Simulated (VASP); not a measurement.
Write the native input for VASP 6.6.1 that does the following.

- Task: single point
- Functional: PBE
- Potentials or basis: VASP PAW PBE potentials, release 64 (Ga_d, Sb)
- Cutoff: 520 eV
- k mesh: 12 × 12 × 12
- Occupations: gaussian, width 0.1 eV
- Spin: no spin polarisation
- Dipole correction: no
- Further INCAR settings: ALGO = Normal; EDIFF = 1e-06; NBANDS = 16

The structure of GaSb lies in POSCAR:

```
GaSb
1.0
    0.0000000000      3.1632507200      3.1632507200
    3.1632507200      0.0000000000      3.1632507200
    3.1632507200      3.1632507200      0.0000000000
Ga Sb
1 1
Direct
    0.0000000000      0.0000000000      0.0000000000
    0.7500000000      0.7500000000      0.7500000000
```

This cell differs from its parent crystal: strained.

The input as run:

INCAR

```
ALGO = Normal ; EDIFF = 1E-6
ENCUT = 520 ; GGA = PE
ISIF = 2 ; ISMEAR = 0
LASPH = T ; LCHARG = T
LELF = T ; LREAL = F
LVHAR = T ; LWAVE = F
NBANDS = 16 ; NELM = 80
PREC = Accurate ; SIGMA = 0.1
```

KPOINTS

```
k-points
0
Gamma
  12 12 12
```

Potentials or basis: VASP PAW PBE potentials, release 64 (Ga_d, Sb).

Command:

```sh
$ cat potpaw_PBE.64/Ga_d/POTCAR potpaw_PBE.64/Sb/POTCAR > POTCAR
$ mpirun -np 1 vasp_std > vasp.out
```

It gave:

The pressure is -2.1 GPa and the band gap on the k mesh is zero (filled and empty bands touch).

Caveat: the cell differs from its parent crystal (strained); semilocal functionals underestimate gaps, so a narrow gap can read as zero; spin-orbit coupling is left out, which moves the levels of the heavy elements.

It took 110 s on 1 thread of Intel Xeon 8259CL, with other jobs on the host, peak memory 0.25 GiB.
